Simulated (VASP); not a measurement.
## LiLuC: relaxation of cell and atoms with PBE

Crystal: LiLuC.

```
CELL_PARAMETERS angstrom
3.51003 0.00000 0.00000
0.00000 3.53417 0.00000
0.00000 0.00000 3.56124
ATOMIC_POSITIONS crystal
Li 0.50000 0.50000 0.50000
Lu 0.00000 0.00000 0.00000
C 0.50000 0.50000 0.00000
```

The cell was built from a structure type or drawn by symmetry, and may not be a known phase.

```yaml
Program: VASP 6.6.1
Task: relaxation of cell and atoms
Functional: PBE
Potentials_or_basis: VASP PAW PBE potentials, release 64 (Li_sv, Lu, C)
Cutoff: 600 eV
k_mesh: 6 × 6 × 6
Occupations: gaussian, width 0.1 eV
Spin: no spin polarisation
Dipole_correction: no
Further_INCAR_settings: ALGO = Normal; EDIFF = 1e-07; IBRION = 2; EDIFFG = -0.04; NSW = 90; ISIF = 3
```

```json
{"Relaxed volume": "16.47 Å³/atom", "Relaxed cell": "a = 3.413 Å, b = 3.413 Å, c = 4.242 Å, α = 90.00°, β = 90.00°, γ = 90.00°", "Space group after relaxing (to 0.1 Å)": "P4/mmm (No. 123)", "Energy gained by relaxing": "235.0 meV/atom", "Ionic steps": "8", "Pressure after relaxing": "0.0 GPa", "Band gap on the k mesh": "zero (bands 16 and 17 overlap by 1.73 eV)"}
```

Stress tensor (GPa, compression positive):
```
-0.15  0.00  0.00
 0.00 -0.16  0.00
 0.00  0.00  0.17
```

The path:
| step | energy change (eV) | largest force (eV/Å) | pressure (GPa) | volume (Å³) |
| --- | --- | --- | --- | --- |
| 1 | 0.0000 | 0.0000 | 5.33 | 44.18 |
| 2 | -0.6626 | 0.0000 | 2.62 | 46.97 |
| 3 | -0.6876 | 0.0000 | 2.93 | 47.48 |
| 4 | -0.6891 | 0.0000 | 3.10 | 47.68 |
| 5 | -0.7014 | 0.0000 | -1.29 | 50.07 |
| 6 | -0.7048 | 0.0000 | 0.05 | 49.29 |
| 7 | -0.7047 | 0.0000 | -0.01 | 49.32 |
| 8 | -0.7051 | 0.0000 | -0.05 | 49.42 |

Final structure:
```cif
data_structure
_symmetry_space_group_name_H-M 'P 1'
_symmetry_Int_Tables_number 1
_cell_length_a 3.4132
_cell_length_b 3.4133
_cell_length_c 4.2422
_cell_angle_alpha 90.000
_cell_angle_beta 90.000
_cell_angle_gamma 90.000
_cell_volume 49.42
loop_
_atom_site_label
_atom_site_type_symbol
_atom_site_fract_x
_atom_site_fract_y
_atom_site_fract_z
_atom_site_occupancy
Li1 Li 0.50000 0.50000 0.50000 1
Lu1 Lu 0.00000 0.00000 0.00000 1
C1 C 0.50000 0.50000 0.00000 1
```

Levels at points of the mesh, in eV from the Fermi level:
```csv
k point,band 12,band 13,band 14,band 15,band 16,band 17,band 18,band 19,band 20
"(0.00, 0.00, 0.00)",-3.93,-3.93,-1.58,-1.34,1.05,1.10,1.10,5.11,5.11
"(0.50, 0.00, 0.00)",-3.97,-3.84,-3.82,-1.92,-1.39,-0.04,3.77,5.66,6.04
"(0.00, 0.50, 0.00)",-3.97,-3.84,-3.82,-1.92,-1.39,-0.04,3.77,5.66,6.04
"(0.50, 0.50, 0.00)",-3.86,-3.86,-1.14,-1.14,-0.29,0.93,2.57,2.57,4.88
"(0.00, 0.00, 0.50)",-3.92,-3.92,-2.79,1.31,1.32,1.32,3.52,3.79,3.79
"(0.50, 0.00, 0.50)",-3.83,-3.82,-3.46,-2.50,-1.26,0.34,4.43,4.92,5.04
"(0.00, 0.50, 0.50)",-3.83,-3.82,-3.46,-2.50,-1.26,0.34,4.43,4.92,5.04
"(0.50, 0.50, 0.50)",-3.85,-3.85,-0.43,-0.43,-0.03,0.03,0.03,4.51,4.99
```

It took 10 min on 1 thread of Intel Xeon 8259CL, on a shared host, peak memory 0.23 GiB.

Caveat: the cutoff is under 1.25 times the usual one of these potentials, so pressure, stress and relaxed cells hold a basis-set (Pulay) error; a cell axis changed by over 15 % at a fixed basis, so the end point is rough; spin-orbit coupling is left out, which moves the levels of the heavy elements.
